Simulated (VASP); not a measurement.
# Bi (I4/mmm) in VASP: a series of runs, part 2 of 2

VASP 6.6.1. The steps go on from the part before.

## (5) Single point, PBE+D3(BJ) (32.50 Å³/atom)

INCAR

```
ALGO = Fast
EDIFF = 1E-6
ENCUT = 520
GGA = PE
ISIF = 2
ISMEAR = 0
IVDW = 12
LASPH = True
LCHARG = True
LELF = True
LREAL = False
LVHAR = True
LWAVE = False
NBANDS = 14
NELM = 100
PREC = Accurate
SIGMA = 0.15
```

KPOINTS

```
k-points
0
Gamma
  18 18 18
```

POSCAR

```
Bi
1.0
   -1.8656281923      1.8656281923      2.3344605570
    1.8656281923     -1.8656281923      2.3344605570
    1.8656281923      1.8656281923     -2.3344605570
Bi
1
Direct
    0.0000000000      0.0000000000      0.0000000000
```

Potentials or basis: VASP PAW PBE potentials, release 64 (Bi_d).

Launch:

```bash
> cat potpaw_PBE.64/Bi_d/POTCAR > POTCAR
> mpirun -np 1 vasp_std > vasp.out
```

OUTCAR:

```text
EDIFF = 1E-6
   ENCUT = 520
   GGA = PE
   ISIF = 2
   ISMEAR = 0
   IVDW = 12
   LASPH = True
   LREAL = False
   NELM = 100
   PREC = Accurate
 IVDW          = 12

 ion  position               nearest neighbor table
   1  0.000  0.000  0.000-

  LATTYP: Found a body centered tetragonal cell.
 ALAT       =     3.7312563846
 C/A-ratio  =     1.2513000000

  Lattice vectors:

 A1 = (  -1.8656281923,   1.8656281923,   2.3344605570)
 A2 = (   1.8656281923,  -1.8656281923,   2.3344605570)
 A3 = (   1.8656281923,   1.8656281923,  -2.3344605570)

Analysis of symmetry for initial positions (statically):
=====================================================================
 Subroutine PRICEL returns:
 Original cell was already a primitive cell.

 Routine SETGRP: Setting up the symmetry group for a
 body centered tetragonal supercell.

 Subroutine GETGRP returns: Found 16 space group operations
 (whereof 16 operations were pure point group operations)
 out of a pool of 16 trial point group operations.

The static configuration has the point symmetry D_4h.

Analysis of symmetry for dynamics (positions and initial velocities):
=====================================================================
 Subroutine PRICEL returns:
 Original cell was already a primitive cell.

 Routine SETGRP: Setting up the symmetry group for a
 body centered tetragonal supercell.

 Subroutine GETGRP returns: Found 16 space group operations
 (whereof 16 operations were pure point group operations)
 out of a pool of 16 trial point group operations.

The dynamic configuration has the point symmetry D_4h.

 Subroutine INISYM returns: Found 16 space group operations
 (whereof 16 operations are pure point group operations),
 and found     1 'primitive' translations

----------------------------------------------------------------------------------------

                                     Primitive cell

  volume of cell :      32.5010

  direct lattice vectors                    reciprocal lattice vectors
    -1.865628192  1.865628192  2.334460557     0.000000000  0.268006242  0.214182244
     1.865628192 -1.865628192  2.334460557     0.268006242  0.000000000  0.214182244
     1.865628192  1.865628192 -2.334460557     0.268006242  0.268006242  0.000000000

  length of vectors
     3.522902666  3.522902666  3.522902666     0.343076346  0.343076346  0.379018062

  position of ions in fractional coordinates (direct lattice)
     0.000000000  0.000000000  0.000000000

  ion indices of the primitive-cell ions
   primitive index   ion index
                 1           1

----------------------------------------------------------------------------------------

 KPOINTS: k-points

Automatic generation of k-mesh.
 Grid dimensions read from file:
 generate k-points for:   18   18   18

 Generating k-lattice:

  Cartesian coordinates                     Fractional coordinates (reciprocal lattice)
     0.000000000  0.014889236  0.011899014     0.055555556 -0.000000000  0.000000000
     0.014889236  0.000000000  0.011899014    -0.000000000  0.055555556  0.000000000
     0.014889236  0.014889236  0.000000000     0.000000000  0.000000000  0.055555556

  Length of vectors
     0.019059797  0.019059797  0.021056559

  Shift w.r.t. Gamma in fractional coordinates (k-lattice)
     0.000000000  0.000000000  0.000000000

 Subroutine IBZKPT returns following result:
 ===========================================

 Found    480 irreducible k-points:

 Following reciprocal coordinates:
            Coordinates               Weight
  0.000000  0.000000  0.000000      1.000000
  0.055556 -0.000000  0.000000      8.000000
  0.111111 -0.000000  0.000000      8.000000
  0.166667  0.000000  0.000000      8.000000
  0.222222 -0.000000  0.000000      8.000000
  0.277778 -0.000000  0.000000      8.000000
[... 16 lines left out ...]
 -0.277778  0.055556 -0.000000     16.000000
 -0.222222  0.055556  0.000000     16.000000
 [... further k-points ...]
   k-points           NKPTS =    480   k-points in BZ     NKDIM =    480   number of bands    NBANDS=     14
   number of dos      NEDOS =    301   number of ions     NIONS =      1
   total plane-waves  NPLWV =  21952
   dimension x,y,z NGX =    28 NGY =   28 NGZ =   28
   dimension x,y,z NGXF=    56 NGYF=   56 NGZF=   56
   ions per type =               1
   NGX,Y,Z   is equivalent  to a cutoff of  13.21, 13.21, 13.21 a.u.
   NGXF,Y,Z  is equivalent  to a cutoff of  26.43, 26.43, 26.43 a.u.
 SYSTEM =  unknown system
   PREC   = accura    normal or accurate (medium, high low for compatibility)
   ISTART =      0    job   : 0-new  1-cont  2-samecut
   ICHARG =      2    charge: 1-file 2-atom 10-const
   ISPIN  =      1    spin polarized calculation?
   LNONCOLLINEAR =      F non collinear calculations
   LSORBIT =      F    spin-orbit coupling
   LASPH  =      T    aspherical Exc in radial PAW
   ENCUT  =  520.0 eV  38.22 Ry    6.18 a.u.   6.55  6.55  6.55*2*pi/ulx,y,z
   NELM   =    100;   NELMIN=  2; NELMDL= -5     # of ELM steps
   EDIFF  = 0.1E-05   stopping-criterion for ELM
   LREAL  =      F    real-space projection
   EDIFFG = 0.1E-04   stopping-criterion for IOM
   NSW    =      0    number of steps for IOM
   IBRION =     -1    ionic relax: 0-MD 1-quasi-New 2-CG
   NFREE  =      0    steps in history (QN), initial steepest desc. (CG)
   ISIF   =      2    stress and relaxation
   ISYM   =      2    0-nonsym 1-usesym 2-fastsym
   POTIM  = 0.5000    time-step for ionic-motion
   TEBEG  =    0.0;   TEEND  =   0.0 temperature during run
   PSTRESS=    0.0 pullay stress
   NELECT =      15.0000    total number of electrons
   NUPDOWN=      -1.0000    fix difference up-down
   EMIN   =  10.00;   EMAX   =-10.00  energy-range for DOS
   EFERMI =   0.00;   METHOD = LEGACY
   ISMEAR =     0;   SIGMA  =   0.15  broadening in eV -4-tet -1-fermi 0-gaus
   EFERMI_NEDOS =   21; number of points for ismear=-14 and -15
   IALGO  =     68    algorithm
   IMIX   =      4    mixing-type and parameters
     AMIX     =   0.40;   BMIX     =  1.00
     AMIX_MAG =   1.60;   BMIX_MAG =  1.00
  volume/ion in A,a.u.               =      32.50       219.33
  Fermi-wavevector in a.u.,A,eV,Ry     =   1.265143  2.390774 21.777312  1.600587
  Thomas-Fermi vector in A             =   2.398412
   LORBIT       =      0    0 simple, 1 ext, 2 COOP (PROOUT), +10 PAW based schemes
   GGA     = PE    functional components
   LHFCALC =     F    Hartree Fock is set to
   AEXX    =    0.0000 exact exchange contribution
   IVDW    =    12    specifies the selected vdW correction
   LEPSILON=     F    determine dielectric tensor
   LRPA    =     F    only Hartree local field effects (RPA)
 non-spin polarized calculation
 RMM-DIIS sequential band-by-band and
 Gauss-broadening in eV      SIGMA  =   0.15
  energy-cutoff  :      520.00
  volume of cell :       32.50
 maximum number of plane-waves:       896
 NGX is ok and might be reduce to    28
   NGX = 13   NGY = 13   NGZ = 13

 number of electron      14.9999996 magnetization

 Free energy of the ion-electron system (eV)
  ---------------------------------------------------
  ext. energy  EPLUGINS =         0.00000000
  ---------------------------------------------------
  free energy    TOTEN  =        -3.71872432 eV

  energy without entropy =       -3.70985813  energy(sigma->0) =       -3.71429123

 E-fermi :   7.4410     XC(G=0): -10.0881

 val. band max:        7.4404076083   @ k =   0.2222   0.2222   0.1667
 cond. band min:       7.4438911606   @ k =  -0.2222   0.4444   0.0556
 fundamental gap:      0.0034835522
 Fermi energy:         7.4409618926

 k-point     1 :       0.0000    0.0000    0.0000
  band No.  band energies     occupation
      1     -15.6186      2.00000
      2     -15.6186      2.00000
      3     -15.5770      2.00000
      4     -15.5642      2.00000
      5     -15.5123      2.00000
      6      -5.8463      2.00000
      7      12.0489      0.00000
      8      12.1810      0.00000
      9      12.1810      0.00000
     10      15.8424      0.00000
     11      16.7118      0.00000
     12      18.0266      0.00000
     13      18.0266      0.00000
     14      18.5147      0.00000
[... 377 lines left out ...]
      1     -15.6127      2.00000
      2     -15.5999      2.00000
      3     -15.5568      2.00000
      4     -15.5516      2.00000
      5     -15.5140      2.00000
      6      -5.1572      2.00000
      7       7.6739      0.02810
      8      11.0392      0.00000
      9      11.4374      0.00000
     10      15.3123      0.00000
     11      16.6417      0.00000
     12      18.0718      0.00000
     13      18.4898      0.00000
     14      19.6987      0.00000

 [... further k-points ...]

------------------------ aborting loop because EDIFF is reached ----------------------------------------

 Edisp (eV)   -0.48520

 E8    (eV) :    -0.2388

  FORCE on cell =-STRESS in cart. coord.  units (eV):
  Direction    XX          YY          ZZ          XY          YZ          ZX
  --------------------------------------------------------------------------------------
  -------------------------------------------------------------------------------------
  Total      -0.59335    -0.59335    -0.94475     0.00000     0.00000     0.00000
  in kB     -29.24975   -29.24975   -46.57254     0.00000     0.00000     0.00000
  external pressure =      -35.02 kB  Pullay stress =        0.00 kB

 VOLUME and BASIS-vectors are now :
 -----------------------------------------------------------------------------
  energy-cutoff  :      520.00
  volume of cell :       32.50
      direct lattice vectors                 reciprocal lattice vectors
    -1.865628192  1.865628192  2.334460557     0.000000000  0.268006242  0.214182244
     1.865628192 -1.865628192  2.334460557     0.268006242  0.000000000  0.214182244
     1.865628192  1.865628192 -2.334460557     0.268006242  0.268006242  0.000000000

 POSITION                                       TOTAL-FORCE (eV/Angst)
 -----------------------------------------------------------------------------------
      0.00000      0.00000      0.00000        -0.000000     -0.000000      0.000000
 -----------------------------------------------------------------------------------
    total drift:                                0.000000      0.000000      0.000000

  FREE ENERGIE OF THE ION-ELECTRON SYSTEM (eV)
  ---------------------------------------------------
  free  energy   TOTEN  =        -4.2039290212 eV

  energy  without entropy=       -4.1950628291  energy(sigma->0) =       -4.19949593
```

OSZICAR:

```text
N       E                     dE             d eps       ncg     rms          rms(c)
DAV:   1     0.114569713281E+03    0.11457E+03   -0.76826E+03 13594   0.122E+03
DAV:   2     0.302977054889E+01   -0.11154E+03   -0.10804E+03 14472   0.339E+02
DAV:   3    -0.355950756679E+01   -0.65893E+01   -0.65645E+01 16860   0.798E+01
DAV:   4    -0.371554602371E+01   -0.15604E+00   -0.15599E+00 17164   0.131E+01
DAV:   5    -0.372210940631E+01   -0.65634E-02   -0.65632E-02 19126   0.244E+00    0.451E-01
RMM:   6    -0.371870381694E+01    0.34056E-02   -0.66759E-03 16185   0.937E-01    0.283E-01
RMM:   7    -0.371855138965E+01    0.15243E-03   -0.63771E-03 16514   0.791E-01    0.832E-02
RMM:   8    -0.371867770310E+01   -0.12631E-03   -0.12169E-03 18403   0.491E-01    0.157E-02
RMM:   9    -0.371871841049E+01   -0.40707E-04   -0.38834E-04 20320   0.189E-01    0.106E-02
RMM:  10    -0.371872073718E+01   -0.23267E-05   -0.77972E-05 18584   0.126E-01    0.178E-03
RMM:  11    -0.371872393199E+01   -0.31948E-05   -0.37183E-05 22890   0.561E-02    0.177E-03
RMM:  12    -0.371872432221E+01   -0.39022E-06   -0.40567E-06 12360   0.190E-02
   1 F= -.42039290E+01 E0= -.41994959E+01  d E =-.886619E-02
```

stdout:

```text
POSCAR found type information on POSCAR Bi
 POSCAR found :  1 types and       1 ions
 scaLAPACK will be used
 LDA part: xc-table for (Slater+PW92), standard interpolation
 POSCAR, INCAR and KPOINTS ok, starting setup
 FFT: planning ... GRIDC
 FFT: planning ... GRID_SOFT
 FFT: planning ... GRID
 WAVECAR not read
 entering main loop
WARNING in EDDRMM: call to ZHEGV failed, returncode =   8  4     13
WARNING in EDDRMM: call to ZHEGV failed, returncode =   8  4     12
WARNING in EDDRMM: call to ZHEGV failed, returncode =   6  3     11
WARNING in EDDRMM: call to ZHEGV failed, returncode =   8  4     14
WARNING in EDDRMM: call to ZHEGV failed, returncode =   8  4     13
WARNING in EDDRMM: call to ZHEGV failed, returncode =   8  4     11
WARNING in EDDRMM: call to ZHEGV failed, returncode =   6  3     13
```

It took 2 min on 1 thread of AMD EPYC 9R45 (Zen 5), shared host; peak memory 0.29 GiB.

Results:

- Free energy: -4.2039 eV
- Pressure: -3.5 GPa
- Band gap on the k mesh: zero (an odd number of electrons rules out a gap without spin polarisation)
- Dispersion energy per atom: -0.485 eV

Caveat: the cell stands under tension; spin-orbit coupling is left out, which moves the levels of the heavy elements.

## (6) Single point, PBE+D3(BJ) (32.50 Å³/atom)

INCAR

```
  PREC = Accurate
  ENCUT = 520
  EDIFF = 1E-7
  ISMEAR = 0
  SIGMA = 0.15
  LREAL = F
  LASPH = T
  NELM = 80
  ALGO = Fast
  ISIF = 2
  LWAVE = F
  LCHARG = F
  GGA = PE
  IVDW = 12
  NBANDS = 14
```

KPOINTS

```
regular mesh
0
Gamma
  18 18 18
```

POSCAR

```
Bi
1.0
   -1.9609192799      1.9609192799      2.1130866160
    1.9609192799     -1.9609192799      2.1130866160
    1.9609192799      1.9609192799     -2.1130866160
Bi
1
Direct
    0.0000000000      0.0000000000      0.0000000000
```

Potentials or basis: VASP PAW PBE potentials, release 64 (Bi_d).

Launch:

```bash
> cat potpaw_PBE.64/Bi_d/POTCAR > POTCAR
> mpirun -np 1 vasp_std > vasp.out
```

Run time: 2.1 min. Hardware: 1 thread of AMD EPYC 9R45 (Zen 5), shared host; peak memory 0.29 GiB.

It converged, with:

```
Free energy                : -4.2369 eV
Pressure                   : -3.7 GPa
Band gap on the k mesh     : zero (an odd number of electrons rules out a gap without spin polarisation)
Dispersion energy per atom : -0.485 eV
```

Stress tensor (GPa, compression positive):
```
-3.43  0.00  0.00
 0.00 -3.43  0.00
 0.00  0.00 -4.19
```

Levels at points of the mesh, in eV from the Fermi level:
```csv
k point,band 4,band 5,band 6,band 7,band 8,band 9,band 10,band 11
"(0.00, 0.00, 0.00)",-22.92,-22.90,-13.24,4.67,4.85,4.85,8.54,9.94
"(0.50, 0.00, 0.00)",-22.91,-22.84,-10.50,-4.88,1.75,3.63,6.11,7.83
"(0.50, 0.50, 0.00)",-22.90,-22.83,-10.25,-4.72,1.07,2.64,5.30,6.78
"(0.50, 0.50, 0.50)",-22.85,-22.85,-8.57,-2.42,-1.32,-1.32,3.37,3.87
```

Caveat: the cell stands under tension; spin-orbit coupling is left out, which moves the levels of the heavy elements.

## (7) Single point, PBE+D3(BJ) (32.50 Å³/atom)

INCAR

```
SYSTEM = Bi
ALGO = Fast
EDIFF = 1E-6
ENCUT = 520
GGA = PE
ISIF = 2
ISMEAR = 0
IVDW = 12
LASPH = .TRUE.
LCHARG = .FALSE.
LREAL = .FALSE.
LWAVE = .FALSE.
NBANDS = 14
NELM = 100
PREC = Accurate
SIGMA = 0.15
```

KPOINTS

```
k-points
0
G
  18 18 18
  0 0 0
```

POSCAR

```
Bi
1.0
   -2.0610866582      2.0610866582      1.9126884189
    2.0610866582     -2.0610866582      1.9126884189
    2.0610866582      2.0610866582     -1.9126884189
Bi
1
Direct
    0.0000000000      0.0000000000      0.0000000000
```

Launch:

```bash
> cat potpaw_PBE.64/Bi_d/POTCAR > POTCAR
> mpirun -np 1 vasp_std > vasp.out
```

It took 1.9 min on 1 thread of AMD EPYC 9R45 (Zen 5), shared host; peak memory 0.29 GiB.

It converged, with:

* Free energy: -4.2386 eV
* Pressure: -3.6 GPa
* Band gap on the k mesh: zero (an odd number of electrons rules out a gap without spin polarisation)
* Dispersion energy per atom: -0.485 eV

Stress tensor (GPa, compression positive):
```
-3.80  0.00  0.00
 0.00 -3.80  0.00
 0.00  0.00 -3.33
```

Levels at points of the mesh, in eV from the Fermi level:
| k point | band 3 | band 4 | band 5 | band 6 | band 7 | band 8 | band 9 | band 10 | band 11 | band 12 |
| --- | --- | --- | --- | --- | --- | --- | --- | --- | --- | --- |
| (0.00, 0.00, 0.00) | -23.00 | -22.92 | -22.89 | -13.24 | 4.65 | 4.65 | 5.07 | 8.52 | 10.29 | 10.29 |
| (0.50, 0.00, 0.00) | -22.91 | -22.89 | -22.83 | -10.32 | -4.77 | 1.29 | 2.96 | 5.56 | 7.11 | 12.08 |
| (0.50, 0.50, 0.00) | -22.92 | -22.91 | -22.84 | -10.61 | -4.92 | 2.02 | 4.00 | 6.42 | 8.24 | 11.10 |
| (0.50, 0.50, 0.50) | -22.85 | -22.85 | -22.83 | -8.56 | -2.08 | -2.08 | -0.90 | 3.29 | 3.97 | 15.30 |

Caveat: the cell stands under tension; spin-orbit coupling is left out, which moves the levels of the heavy elements.

## (8) Overview

| cell | further INCAR settings | gap on the mesh (eV) | pressure (GPa) |
| --- | --- | --- | --- |
| a = 3.653 Å, angles 123.4, 123.4, 84.2°, 1 atom | ALGO = Fast; EDIFF = 1e-06; NBANDS = 14 | none | -3.4 |
| a = 3.499 Å, angles 105.7, 105.7, 117.3°, 1 atom | ALGO = Fast; EDIFF = 1e-07; NBANDS = 14 | none | -3.4 |
| a = 3.556 Å, angles 118.4, 118.4, 92.7°, 1 atom | ALGO = Fast; EDIFF = 1e-07; NBANDS = 14 | none | -3.5 |
| a = 3.523 Å, angles 116.0, 116.0, 97.0°, 1 atom | ALGO = Fast; EDIFF = 1e-06; NBANDS = 14 | none | -3.5 |
| a = 3.486 Å, angles 111.6, 111.6, 105.4°, 1 atom | ALGO = Fast; EDIFF = 1e-07; NBANDS = 14 | none | -3.7 |
| a = 3.486 Å, angles 107.5, 107.5, 113.5°, 1 atom | ALGO = Fast; EDIFF = 1e-06; NBANDS = 14 | none | -3.6 |

Alike in all rows: task single point; level PBE+D3(BJ); potentials or basis VASP PAW PBE potentials, release 64 (Bi_d); no spin polarisation; k mesh 18 × 18 × 18; cutoff (eV) 520; smearing gaussian 0.15 eV.

Caveats: the cell stands under tension; spin-orbit coupling is left out, which moves the levels of the heavy elements.

Absolute energies hang on the potentials; compare differences alone.

The gap in the log of VASP goes by the Fermi energy; the results here count the filled bands.